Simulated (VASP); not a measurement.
Set up this calculation in VASP 6.6.1, as the native input.

* Task: single point
* Functional: PBEsol
* Potentials or basis: VASP PAW PBE potentials, release 64 (Ti_sv, O)
* Cutoff: 520 eV
* k mesh: 6 × 6 × 10
* Occupations: gaussian, width 0.02 eV
* Spin: no spin polarisation
* Dipole correction: no
* Further INCAR settings: ALGO = Normal; EDIFF = 1e-06; NBANDS = 33

The structure of TiO2 lies in POSCAR:

```
TiO2
1.0
    4.5912433041      0.0000000000      0.0000000000
    0.0000000000      4.5912433041      0.0000000000
    0.0000000000      0.0000000000      2.9390135258
Ti O
2 4
Direct
    0.5000000000      0.5000000000      0.0000000000
    0.0000000000      0.0000000000      0.5000000000
    0.6955605226      0.6955605226      0.5000000000
    0.8044394774      0.1955605226      0.0000000000
    0.1955605226      0.8044394774      0.0000000000
    0.3044394774      0.3044394774      0.5000000000
```

These files were run (other wordings do the same):

INCAR

```
  PREC = Accurate
  ENCUT = 520
  EDIFF = 1E-6
  ISMEAR = 0
  SIGMA = 0.02
  LREAL = False
  LASPH = True
  NELM = 80
  ALGO = Normal
  ISIF = 2
  LWAVE = False
  LCHARG = False
  GGA = PS
  NBANDS = 33
```

KPOINTS

```
regular mesh
0
Gamma
  6 6 10
```

Potentials or basis: VASP PAW PBE potentials, release 64 (Ti_sv, O).

The run is started by

```console
$ cat potpaw_PBE.64/Ti_sv/POTCAR potpaw_PBE.64/O/POTCAR > POTCAR
$ mpirun -np 1 vasp_std > vasp.out
```

It gave:

```json
{"Pressure": "0.7 GPa", "Largest force": "0.025 eV/Å", "Band gap on the k mesh": "1.84 eV"}
```

Caveat: the PAW data sets were made with another functional, which shifts forces and pressure a little.

It took 54 s on 1 thread of Intel(R) Xeon(R) Platinum 8488C (Sapphire Rapids), on a shared host, peak memory 0.23 GiB.
